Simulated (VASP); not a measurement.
**CuO: relaxation of cell and atoms with LDA**

The system is CuO.

```
Cu O
1.0
     0.00000    2.32725    2.32725
     2.32725    0.00000    2.32725
     2.32725    2.32725    0.00000
Cu O
1 1
Direct
  0.00000 0.00000 0.00000
  0.25000 0.25000 0.25000
```

```json
{
  "Program": "VASP 6.6.1",
  "Task": "relaxation of cell and atoms",
  "Functional": "LDA",
  "Potentials or basis": "VASP PAW LDA potentials, release 64 (Cu, O)",
  "Cutoff": "600 eV",
  "k mesh": "8 × 8 × 8",
  "Occupations": "fermi-dirac, width 0.05 eV",
  "Spin": "no spin polarisation",
  "Dipole correction": "no",
  "Further INCAR settings": "ALGO = Normal; EDIFF = 1e-06; IBRION = 2; EDIFFG = -0.005; NSW = 80; ISIF = 3"
}
```

The relaxed volume is 10.62 Å³/atom. The relaxed cell is a = 3.109 Å, b = 3.109 Å, c = 3.109 Å, α = 60.00°, β = 60.00°, γ = 60.00°. The space group after relaxing (to 0.05 Å) is F-43m (No. 216) and the energy gained by relaxing is 148.3 meV/atom. The ionic steps are 8. The pressure after relaxing is 0.0 GPa.

Step by step:
```csv
step,energy change (eV),largest force (eV/Å),pressure (GPa),volume (Å³)
1,0.0000,0.0000,-20.41,25.21
2,-0.2323,0.0000,15.01,19.79
3,-0.2967,0.0000,-0.12,21.26
4,-0.2966,0.0000,0.52,21.19
5,-0.2967,0.0000,-0.26,21.29
6,-0.2967,0.0000,-0.10,21.26
7,-0.2967,0.0000,0.08,21.25
8,-0.2967,0.0000,0.00,21.25
```

Final structure:
```
Cu O
1.0
     0.00000    2.19841    2.19841
     2.19841    0.00000    2.19841
     2.19841    2.19841    0.00000
Cu O
1 1
Direct
  0.00000 0.00000 0.00000
  0.25000 0.25000 0.25000
```

Levels at points of the mesh, in eV from the Fermi level:
```csv
k point,band 5,band 6,band 7,band 8,band 9,band 10,band 11,band 12
"(0.00, 0.00, 0.00)",-2.29,-2.29,0.90,0.90,0.90,1.10,14.71,14.71
"(0.50, 0.00, 0.00)",-2.16,-2.16,-2.03,-0.03,-0.03,6.39,8.15,14.30
"(0.50, 0.50, 0.00)",-2.64,-2.01,-1.55,-1.31,-1.31,5.89,10.69,11.54
```

Wall time 37 s on 1 thread of Intel(R) Xeon(R) Platinum 8488C (Sapphire Rapids), with other jobs on the host, peak memory 0.15 GiB.

Caveat: the volume moved by over 15 % at a fixed basis, so the end points are rough; an odd number of electrons without spin polarisation forces a metal; a magnetic or distorted state may lie lower; semilocal functionals often make such compounds metallic where correlation or magnetic order opens a gap, which also shifts bond lengths. With open d or f shells a metallic result of LDA can be an artefact of self-interaction; +U or a hybrid may open a gap.
